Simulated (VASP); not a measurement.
A run of VASP 6.6.1 is set up as follows.

INCAR

```
SYSTEM = CuSb2
  PREC = Accurate
  ENCUT = 600
  EDIFF = 1E-6
  ISMEAR = 0
  SIGMA = 0.05
  LREAL = .FALSE.
  LASPH = .TRUE.
  NELM = 100
  ALGO = Normal
  ISIF = 4
  LWAVE = .FALSE.
  LCHARG = .FALSE.
  GGA = PE
  IBRION = 2
  NSW = 60
  EDIFFG = -0.01
```

KPOINTS

```
regular mesh
0
G
  10 10 8
  0 0 0
```

File POSCAR:

```
CuSb2
1.0
    4.0824429223      0.0000000000      0.0000000000
   -2.0412214612      3.5354992802      0.0000000000
    0.0000000000      0.0000000000      5.0322276394
Cu Sb
1 2
Direct
    0.0000000000      0.0000000000      0.0000000000
    0.3333333333      0.6666666667      0.2543841015
    0.6666666667      0.3333333333      0.7456158985
```

Potentials or basis: VASP PAW PBE potentials, release 64 (Cu, Sb).

Launch:

```console
$ cat potpaw_PBE.64/Cu/POTCAR potpaw_PBE.64/Sb/POTCAR > POTCAR
$ mpirun -np 1 vasp_std > vasp.out
```

**Question.** Estimate the band gap on the k mesh.

**Answer.** Zero (an odd number of electrons rules out a gap without spin polarisation).

Stress tensor (GPa, compression positive):
```
-1.65  0.00  0.00
 0.00 -1.65  0.00
 0.00  0.00 -1.73
```

Caveat: spin-orbit coupling is left out, which moves the levels of the heavy elements; an odd number of electrons without spin polarisation forces a metal; a magnetic or distorted state may lie lower.
